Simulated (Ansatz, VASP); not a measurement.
## Ir in VASP and in Ansatz

```
CELL_PARAMETERS angstrom
0.00000 1.91502 1.91502
1.91502 0.00000 1.91502
1.91502 1.91502 0.00000
ATOMIC_POSITIONS crystal
Ir 0.00000 0.00000 0.00000
```

Alike in both runs: task relaxation of cell and atoms; functional PBEsol; k mesh 18 × 18 × 18; occupations fermi-dirac, width 0.15 eV; no spin polarisation.

|  | VASP | Ansatz |
| --- | --- | --- |
| version | VASP 6.6.1 | Ansatz 0.2.0 |
| potentials or method | VASP PAW PBE potentials, release 64 (Ir), cutoff 600 eV | scalar-relativistic, plane waves, PAW |
| valence electrons in the cell | 9 | 17 |

Ansatz gave:

- gap on the k mesh at the Fermi level, each at its own relaxed structure (eV): none
- relaxed volume (Å³/atom): 14.07
- relaxed cell length with the largest relative difference (Å): 2.710

Question: Estimate VASP's values.

Answer: gap on the k mesh at the Fermi level, each at its own relaxed structure (eV): none; relaxed volume (Å³/atom): 14.11; relaxed cell length with the largest relative difference (Å): 2.712.

VASP's potentials were made for PBE, not for PBEsol, and Ansatz warns of the same on its side. A gap of «none» marks a metal or a gap that the smearing closes. VASP's potentials hold 9 valence electrons a cell and Ansatz's 17, so a difference there can come from the potentials and not from the codes.

Neither program's run includes spin-orbit coupling.
